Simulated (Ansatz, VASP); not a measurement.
## Two plane-wave programs on Co

The input INCAR:

```
SYSTEM = Co
PREC = Accurate
ENCUT = 520
EDIFF = 1E-8
ISMEAR = -1
SIGMA = 0.05
LREAL = .FALSE.
LASPH = .TRUE.
NELM = 150
ALGO = Normal
ISIF = 2
LWAVE = .FALSE.
LCHARG = .FALSE.
ISPIN = 2
MAGMOM = 2 2
LORBIT = 11
LMAXMIX = 4
GGA = PS
LEFG = .TRUE.
NBANDS = 20
```

Contents of KPOINTS:

```
Automatic mesh
0
G
  19 19 10
  0 0 0
```

File POSCAR:

```
Co
1.0
    2.5190008694      0.0000000000      0.0000000000
   -1.2595004347      2.1815187451      0.0000000000
    0.0000000000      0.0000000000      4.2137300000
Co
2
Direct
    0.3333333333      0.6666666667      0.2500000000
    0.6666666667      0.3333333333      0.7500000000
```

Input for Ansatz:

```yaml
crystal:
  lattice:
    - [2.5190008694, 0.0, 0.0]
    - [-1.2595004347, 2.1815187451, 0.0]
    - [0.0, 0.0, 4.21373]
  atoms:
    - { symbol: Co, position: [0.3333333333, 0.6666666667, 0.25], spin: 2.0 }
    - { symbol: Co, position: [0.6666666667, 0.3333333333, 0.75], spin: 2.0 }
magnetization:
  spin_polarized: true
kpoints:
  mp_grid: { grid: [19, 19, 10] }
scf:
  occupations: { method: fermi_dirac, width: 0.05 }
hamiltonian:
  xc: pbesol
  pseudopotentials: { kind: paw }
output:
  forces: true
  stress: true
  eigenvalues: true
  efg: { contact_densities: true }
```

Change from the starting cell: zz strain of +3 %, PAW files.

Alike in both runs: task electric field gradients; functional PBEsol; k mesh 19 × 19 × 10; occupations fermi-dirac, width 0.05 eV; collinear spin.

|  | VASP | Ansatz |
| --- | --- | --- |
| version | VASP 6.6.1 | Ansatz 0.2.0 |
| potentials or method | VASP PAW PBE potentials, release 64 (Co) | PAW with Ansatz's default frozen-core files, scalar-relativistic |
| plane-wave cutoff (eV) | 520 | 420 |
| valence electrons in the cell | 18 | 34 |

|  | VASP | Ansatz | Ansatz less VASP |
| --- | --- | --- | --- |
| pressure (GPa) | -20.5 | -20.2 | +0.36 |
| traceless stress, the component that is largest in VASP (GPa) | -5.06 | -5.09 | -0.029 |
| net moment per atom (μB) | 1.67 | 1.68 | +0.011 |
| size of the moment on the site where the two differ most (μB) | 1.70 | 1.76 | +0.059 |
| size of Vzz on the site where it differs most (V/Å²) | 7.6 | 6.1 | -1.50 |

VASP's potentials were made for PBE, not for PBEsol. Site moments also hang on the region over which each program counts them. VASP's potentials hold 18 valence electrons a cell and Ansatz's 34, so a difference there can come from the potentials and not from the codes.
